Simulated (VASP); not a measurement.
Wanted: the native input for a VASP 6.6.1 run.

| Quantity | Value |
| --- | --- |
| Task | single point |
| Functional | PBEsol |
| Potentials or basis | VASP PAW PBE potentials, release 64 (Zn, O) |
| Cutoff | 520 eV |
| k mesh | 9 × 9 × 6 |
| Occupations | gaussian, width 0.05 eV |
| Spin | no spin polarisation |
| Dipole correction | no |
| Further INCAR settings | ALGO = Normal; EDIFF = 1e-06; NBANDS = 26 |

The structure of ZnO lies in POSCAR:

```
ZnO
1.0
    3.0869287877      0.0000000000      0.0000000000
   -1.5434643938      2.6733587498      0.0000000000
    0.0000000000      0.0000000000      5.3338950000
Zn O
2 2
Direct
    0.3333333333      0.6666666667      0.0000000000
    0.6666666667      0.3333333333      0.5000000000
    0.3333333333      0.6666666667      0.3821000000
    0.6666666667      0.3333333333      0.8821000000
```

This cell differs from its parent crystal: strain -0.050 along x and y, +0.025 along z.

One way to write it, as run:

INCAR

```
SYSTEM = ZnO
PREC     = Accurate       ! precision mode
ENCUT    = 520            ! plane-wave cutoff, eV
EDIFF    = 1E-6           ! SCF threshold, eV
ISMEAR   = 0              ! smearing method
SIGMA    = 0.05           ! smearing width, eV
LREAL    = .FALSE.        ! projectors in reciprocal space
LASPH    = .TRUE.         ! aspherical terms in the spheres
NELM     = 100            ! most SCF steps
ALGO     = Normal         ! electronic algorithm
ISIF     = 2              ! what is computed and relaxed
LWAVE    = .FALSE.        ! write WAVECAR
LCHARG   = .FALSE.        ! write CHGCAR
GGA      = PS             ! functional
NBANDS   = 26             ! bands
```

KPOINTS

```
Automatic mesh
0
G
  9 9 6
  0 0 0
```

Potentials or basis: VASP PAW PBE potentials, release 64 (Zn, O).

Run with:

```sh
$ cat potpaw_PBE.64/Zn/POTCAR potpaw_PBE.64/O/POTCAR > POTCAR
$ mpirun -np 1 vasp_std > vasp.out
```

Results of the run:

```json
{
  "Pressure": "14.4 GPa",
  "Largest force": "0.847 eV/Å",
  "Band gap on the k mesh": "0.64 eV, direct"
}
```

Caveat: the cell differs from its parent crystal (strain -0.050 along x and y, +0.025 along z); the PAW data sets were made with another functional, which shifts forces and pressure a little.

Run time: 20 s on 1 thread of Intel(R) Xeon(R) 6975P-C (Granite Rapids) (shared host), peak memory 0.18 GiB.
